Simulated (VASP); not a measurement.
# Al12H in VASP: notebook

Al12H is run at these levels: PBEsol; tasks: single point.

Program: VASP 6.6.1. These are calculated values, not measurements. Logs are shortened: lines on timing, memory, paths and dates and some standing lists are left out, and cuts for length are marked.

**1. The cell of the first run**

The cell holds a slab with vacuum, 13 atoms: a = 5.679 Å, b = 5.679 Å, c = 21.141 Å, α = 90.00°, β = 90.00°, γ = 90.00°.

**2. Single point, PBEsol**

INCAR reads:

```
PREC = Accurate ; ENCUT = 520
EDIFF = 1E-6 ; ISMEAR = 0
SIGMA = 0.1 ; LREAL = False
LASPH = True ; NELM = 80
ALGO = Normal ; ISIF = 2
LWAVE = False ; LCHARG = False
LDIPOL = True ; IDIPOL = 3
DIPOL = 0.5 0.5 0.301 ; GGA = PS
NBANDS = 30
```

KPOINTS reads:

```
regular mesh
0
Gamma
  5 5 1
```

POSCAR reads:

```
Al12H
1.0
    5.6788540124      0.0000000000      0.0000000000
    0.0000000000      5.6788540124      0.0000000000
    0.0000000000      0.0000000000     21.1413451746
Al H
12 1
Direct
    0.2500000000      0.2500000000      0.1892027195
    0.2500000000      0.7500000000      0.1892027195
    0.7500000000      0.2500000000      0.1892027195
    0.7500000000      0.7500000000      0.1892027195
    0.0000000000      0.0000000000      0.2870821533
    0.0000000000      0.5000000000      0.2870821533
    0.5000000000      0.0000000000      0.2870821533
    0.5000000000      0.5000000000      0.2870821533
    0.2500000000      0.2500000000      0.3850911618
    0.2500000000      0.7500000000      0.3850911618
    0.7500000000      0.2500000000      0.3850911618
    0.7500000000      0.7500000000      0.3850911618
    0.2500000000      0.2500000000      0.4640832971
```

Potentials or basis: VASP PAW PBE potentials, release 64 (Al, H).

Command:

```console
$ cat potpaw_PBE.64/Al/POTCAR potpaw_PBE.64/H/POTCAR > POTCAR
$ mpirun -np 1 vasp_std > vasp.out
```

OUTCAR:

```text
PREC = Accurate
   ENCUT = 520
   EDIFF = 1E-6
   ISMEAR = 0
   LREAL = False
   LASPH = True
   NELM = 80
   ISIF = 2
   GGA = PS

 ion  position               nearest neighbor table
   1  0.250  0.250  0.189-   2 2.84   3 2.84   2 2.84   3 2.84   7 2.88   8 2.88   5 2.88   6 2.88

   2  0.250  0.750  0.189-   1 2.84   4 2.84   1 2.84   4 2.84   7 2.88   8 2.88   5 2.88   6 2.88

   3  0.750  0.250  0.189-   1 2.84   4 2.84   4 2.84   1 2.84   7 2.88   8 2.88   5 2.88   6 2.88
[... 15 lines left out ...]
  11  0.750  0.250  0.385-   9 2.84  12 2.84  12 2.84   9 2.84   5 2.89   6 2.89   7 2.89   8 2.89

  12  0.750  0.750  0.385-  10 2.84  11 2.84  11 2.84  10 2.84   5 2.89   6 2.89   7 2.89   8 2.89

  13  0.250  0.250  0.464-   9 1.67

  LATTYP: Found a simple tetragonal cell.
 ALAT       =     5.6788540124
 C/A-ratio  =     3.7228189223

  Lattice vectors:

 A1 = (   5.6788540124,   0.0000000000,   0.0000000000)
 A2 = (   0.0000000000,   5.6788540124,   0.0000000000)
 A3 = (   0.0000000000,   0.0000000000,  21.1413451746)

Analysis of symmetry for initial positions (statically):
=====================================================================
 Subroutine PRICEL returns:
 Original cell was already a primitive cell.

 Routine SETGRP: Setting up the symmetry group for a
 simple tetragonal supercell.

 Subroutine GETGRP returns: Found  8 space group operations
 (whereof  2 operations were pure point group operations)
 out of a pool of 16 trial point group operations.

The static configuration has the point symmetry C_1h.
 The point group associated with its full space group is C_4v.

Analysis of symmetry for dynamics (positions and initial velocities):
=====================================================================
 Subroutine PRICEL returns:
 Original cell was already a primitive cell.

 Routine SETGRP: Setting up the symmetry group for a
 simple tetragonal supercell.

 Subroutine GETGRP returns: Found  8 space group operations
 (whereof  2 operations were pure point group operations)
 out of a pool of 16 trial point group operations.

The dynamic configuration has the point symmetry C_1h.
 The point group associated with its full space group is C_4v.

 Subroutine INISYM returns: Found  8 space group operations
 (whereof  2 operations are pure point group operations),
 and found     1 'primitive' translations

----------------------------------------------------------------------------------------

                                     Primitive cell

  volume of cell :     681.7953

  direct lattice vectors                    reciprocal lattice vectors
     5.678854012  0.000000000  0.000000000     0.176091866  0.000000000  0.000000000
     0.000000000  5.678854012  0.000000000     0.000000000  0.176091866  0.000000000
     0.000000000  0.000000000 21.141345175     0.000000000  0.000000000  0.047300680

  length of vectors
     5.678854012  5.678854012 21.141345175     0.176091866  0.176091866  0.047300680

  position of ions in fractional coordinates (direct lattice)
     0.250000000  0.250000000  0.189202720
     0.250000000  0.750000000  0.189202720
     0.750000000  0.250000000  0.189202720
     0.750000000  0.750000000  0.189202720
     0.000000000  0.000000000  0.287082153
     0.000000000  0.500000000  0.287082153
     0.500000000  0.000000000  0.287082153
     0.500000000  0.500000000  0.287082153
     0.250000000  0.250000000  0.385091162
     0.250000000  0.750000000  0.385091162
     0.750000000  0.250000000  0.385091162
     0.750000000  0.750000000  0.385091162
     0.250000000  0.250000000  0.464083297

  ion indices of the primitive-cell ions
   primitive index   ion index
                 1           1
                 2           2
                 3           3
                 4           4
                 5           5
                 6           6
                 7           7
                 8           8
                 9           9
                10          10
                11          11
                12          12
                13          13

----------------------------------------------------------------------------------------

 KPOINTS: regular mesh

Automatic generation of k-mesh.
 Grid dimensions read from file:
 generate k-points for:    5    5    1

 Generating k-lattice:

  Cartesian coordinates                     Fractional coordinates (reciprocal lattice)
     0.035218373  0.000000000  0.000000000     0.200000000  0.000000000  0.000000000
     0.000000000  0.035218373  0.000000000     0.000000000  0.200000000  0.000000000
     0.000000000  0.000000000  0.047300680     0.000000000  0.000000000  1.000000000

  Length of vectors
     0.035218373  0.035218373  0.047300680

  Shift w.r.t. Gamma in fractional coordinates (k-lattice)
     0.000000000  0.000000000  0.000000000

 Subroutine IBZKPT returns following result:
 ===========================================

 Found      6 irreducible k-points:

 Following reciprocal coordinates:
            Coordinates               Weight
  0.000000  0.000000  0.000000      1.000000
  0.200000  0.000000  0.000000      4.000000
  0.400000  0.000000  0.000000      4.000000
  0.200000  0.200000  0.000000      4.000000
  0.400000  0.200000  0.000000      8.000000
  0.400000  0.400000  0.000000      4.000000
   k-points           NKPTS =      6   k-points in BZ     NKDIM =      6   number of bands    NBANDS=     30
   number of dos      NEDOS =    301   number of ions     NIONS =     13
   total plane-waves  NPLWV = 282240
   dimension x,y,z NGX =    42 NGY =   42 NGZ =  160
   dimension x,y,z NGXF=    84 NGYF=   84 NGZF=  320
   ions per type =              12   1
   NGX,Y,Z   is equivalent  to a cutoff of  12.30, 12.30, 12.58 a.u.
   NGXF,Y,Z  is equivalent  to a cutoff of  24.59, 24.59, 25.16 a.u.
 SYSTEM =  unknown system
   PREC   = accura    normal or accurate (medium, high low for compatibility)
   ISTART =      0    job   : 0-new  1-cont  2-samecut
   ICHARG =      2    charge: 1-file 2-atom 10-const
   ISPIN  =      1    spin polarized calculation?
   LNONCOLLINEAR =      F non collinear calculations
   LSORBIT =      F    spin-orbit coupling
   LASPH  =      T    aspherical Exc in radial PAW
   ENCUT  =  520.0 eV  38.22 Ry    6.18 a.u.  10.56 10.56 39.31*2*pi/ulx,y,z
   NELM   =     80;   NELMIN=  2; NELMDL= -5     # of ELM steps
   EDIFF  = 0.1E-05   stopping-criterion for ELM
   LREAL  =      F    real-space projection
   EDIFFG = 0.1E-04   stopping-criterion for IOM
   NSW    =      0    number of steps for IOM
   IBRION =     -1    ionic relax: 0-MD 1-quasi-New 2-CG
   NFREE  =      0    steps in history (QN), initial steepest desc. (CG)
   ISIF   =      2    stress and relaxation
   ISYM   =      2    0-nonsym 1-usesym 2-fastsym
   POTIM  = 0.5000    time-step for ionic-motion
   TEBEG  =    0.0;   TEEND  =   0.0 temperature during run
   PSTRESS=    0.0 pullay stress
   NELECT =      37.0000    total number of electrons
   NUPDOWN=      -1.0000    fix difference up-down
   EMIN   =  10.00;   EMAX   =-10.00  energy-range for DOS
   EFERMI =   0.00;   METHOD = LEGACY
   ISMEAR =     0;   SIGMA  =   0.10  broadening in eV -4-tet -1-fermi 0-gaus
   EFERMI_NEDOS =   21; number of points for ismear=-14 and -15
   IALGO  =     38    algorithm
   IMIX   =      4    mixing-type and parameters
     AMIX     =   0.40;   BMIX     =  1.00
     AMIX_MAG =   1.60;   BMIX_MAG =  1.00
  volume/ion in A,a.u.               =      52.45       353.92
  Fermi-wavevector in a.u.,A,eV,Ry     =   0.619808  1.171268  5.226846  0.384162
  Thomas-Fermi vector in A             =   1.678737
   LORBIT       =      0    0 simple, 1 ext, 2 COOP (PROOUT), +10 PAW based schemes
   GGA     = PS    functional components
   LHFCALC =     F    Hartree Fock is set to
   AEXX    =    0.0000 exact exchange contribution
   IVDW    =     0    specifies the selected vdW correction
   LEPSILON=     F    determine dielectric tensor
   LRPA    =     F    only Hartree local field effects (RPA)
 non-spin polarized calculation
 Gauss-broadening in eV      SIGMA  =   0.10
  energy-cutoff  :      520.00
  volume of cell :      681.80
 maximum number of plane-waves:     18411
 NGX is ok and might be reduce to    42
   NGX = 21   NGY = 21   NGZ = 79

 dipolmoment           0.000000      0.000000     -0.141741 electrons x Angstroem

 number of electron      36.9999999 magnetization

 dipolmoment           0.000000      0.000000      0.057746 electrons x Angstroem

 Free energy of the ion-electron system (eV)
  ---------------------------------------------------
  ext. energy  EPLUGINS =         0.00000000
  ---------------------------------------------------
  free energy    TOTEN  =       -47.76382395 eV

  energy without entropy =      -47.74691421  energy(sigma->0) =      -47.75536908

 E-fermi :  -0.8476     XC(G=0):  -3.9604

 val. band max:       -0.8944631716   @ k =   0.0000   0.0000   0.0000
 cond. band min:      -0.7907822043   @ k =   0.2000   0.0000   0.0000
 fundamental gap:      0.1036809674
 Fermi energy:        -0.8476086803

 k-point     1 :       0.0000    0.0000    0.0000
  band No.  band energies     occupation
      1     -11.1309      2.00000
      2      -9.0264      2.00000
      3      -6.7349      2.00000
      4      -6.6992      2.00000
      5      -6.5650      2.00000
      6      -6.5650      2.00000
[... 187 lines left out ...]
     29       2.1210      0.00000
     30       2.1805      0.00000

------------------------ aborting loop because EDIFF is reached ----------------------------------------

 vacuum level on the upper side and lower side of the slab       (xc-potential included)         0.137        -0.175

  FORCE on cell =-STRESS in cart. coord.  units (eV):
  Direction    XX          YY          ZZ          XY          YZ          ZX
  --------------------------------------------------------------------------------------
  -------------------------------------------------------------------------------------
  Total       -7.0677208     -7.0677208     -2.0606831     -0.0000000      0.0000000      0.0000000
  in kB      -16.6087115    -16.6087115     -4.8424792     -0.0000000      0.0000000      0.0000000
  external PRESSURE =     -12.6866341 kB  Pullay stress =       0.0000000 kB

 VOLUME and BASIS-vectors are now :
 -----------------------------------------------------------------------------
  energy-cutoff  :      520.00
  volume of cell :      681.80
      direct lattice vectors                 reciprocal lattice vectors
     5.678854012  0.000000000  0.000000000     0.176091866  0.000000000  0.000000000
     0.000000000  5.678854012  0.000000000     0.000000000  0.176091866  0.000000000
     0.000000000  0.000000000 21.141345175     0.000000000  0.000000000  0.047300680

 POSITION                                       TOTAL-FORCE (eV/Angst)
 -----------------------------------------------------------------------------------
      1.41971      1.41971      4.00000         0.000000      0.000000      0.116498
      1.41971      4.25914      4.00000         0.000000      0.000000      0.063871
      4.25914      1.41971      4.00000        -0.000000      0.000000      0.063871
      4.25914      4.25914      4.00000         0.000000      0.000000     -0.145927
      0.00000      0.00000      6.06930        -0.024182     -0.024182      0.100453
      0.00000      2.83943      6.06930        -0.024182      0.024182      0.100453
      2.83943      0.00000      6.06930         0.024182     -0.024182      0.100453
      2.83943      2.83943      6.06930         0.024182      0.024182      0.100453
      1.41971      1.41971      8.14135         0.000000     -0.000000      0.211906
      1.41971      4.25914      8.14135         0.000000      0.000000     -0.158064
      4.25914      1.41971      8.14135         0.000000      0.000000     -0.158064
      4.25914      4.25914      8.14135         0.000000      0.000000      0.084611
      1.41971      1.41971      9.81135         0.000000      0.000000     -0.480513
 -----------------------------------------------------------------------------------
    total drift:                               -0.000000      0.000000     -0.000062

  FREE ENERGIE OF THE ION-ELECTRON SYSTEM (eV)
  ---------------------------------------------------
  free  energy   TOTEN  =       -47.7638239517 eV

  energy  without entropy=      -47.7469142051  energy(sigma->0) =      -47.75536908

 vacuum level on the upper side and lower side of the slab         3.864         3.541
```

Run time: 4.1 min. Hardware: 1 thread of Intel Xeon Platinum 8559C (Emerald Rapids), shared host; peak memory 0.59 GiB.

What came out:

| Item | Value |
| --- | --- |
| Free energy | -47.7638 eV |
| Largest force | 0.481 eV/Å |
| Band gap on the k mesh | zero (an odd number of electrons rules out a gap without spin polarisation) |

Forces on the atoms (eV/Å):
```
Al   0.000  0.000  0.116
Al   0.000  0.000  0.064
Al   0.000  0.000  0.064
Al   0.000  0.000 -0.146
Al  -0.024 -0.024  0.100
Al  -0.024  0.024  0.100
Al   0.024 -0.024  0.100
Al   0.024  0.024  0.100
Al   0.000  0.000  0.212
Al   0.000  0.000 -0.158
Al   0.000  0.000 -0.158
Al   0.000  0.000  0.085
H    0.000  0.000 -0.481
```

Caveat: the PAW data sets were made with another functional, which shifts forces and pressure a little.

(Part 1 of 2 ends here.)

The gap in the log of VASP goes by the Fermi energy; the results here count the filled bands.